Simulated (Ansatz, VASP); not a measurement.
## One calculation of BN, two programs

```xyz
4
Lattice="0.0000 -1.8124 -1.8124 -1.8124 0.0000 -1.8124 1.8124 1.8124 -3.6248" Properties=species:S:1:pos:R:3 pbc="T T T"
B    -0.0476   -0.0017   -0.0492
B     0.0476    0.0017   -3.5755
N     0.8575    0.9045   -4.5814
N    -0.8575   -0.9045   -4.4806
```

Change from the starting cell: mode 4 frozen in at -0.068 Å and mode 5 at -0.017 Å (largest displacements).

Alike in both runs: task single point; functional PBE; k mesh 6 × 6 × 6; occupations gaussian, width 0.05 eV; no spin polarisation.

|  | VASP | Ansatz |
| --- | --- | --- |
| version | VASP 6.6.1 | Ansatz 0.2.0 |
| potentials or method | VASP PAW PBE potentials, release 64 (B, N), cutoff 520 eV | scalar-relativistic, plane waves, PAW |
| valence electrons in the cell | 16 | 16 |

VASP gave:

- gap on the k mesh at the Fermi level (eV): 4.36
- least direct gap on the mesh (eV): 6.30
- pressure (GPa): 0.1
- traceless stress, the component that is largest in VASP (GPa): 1.12
- rms of the force components (eV/Å): 0.430

What did Ansatz give for the same quantities?

gap on the k mesh at the Fermi level (eV): 4.37; least direct gap on the mesh (eV): 6.32; pressure (GPa): -0.1; traceless stress, the component that is largest in VASP (GPa): 1.12; rms of the force components (eV/Å): 0.430.

Atom by atom the forces differ by 0.000 eV/Å (rms over components).

The k mesh is coarse, so the values compare programs but aren't converged.
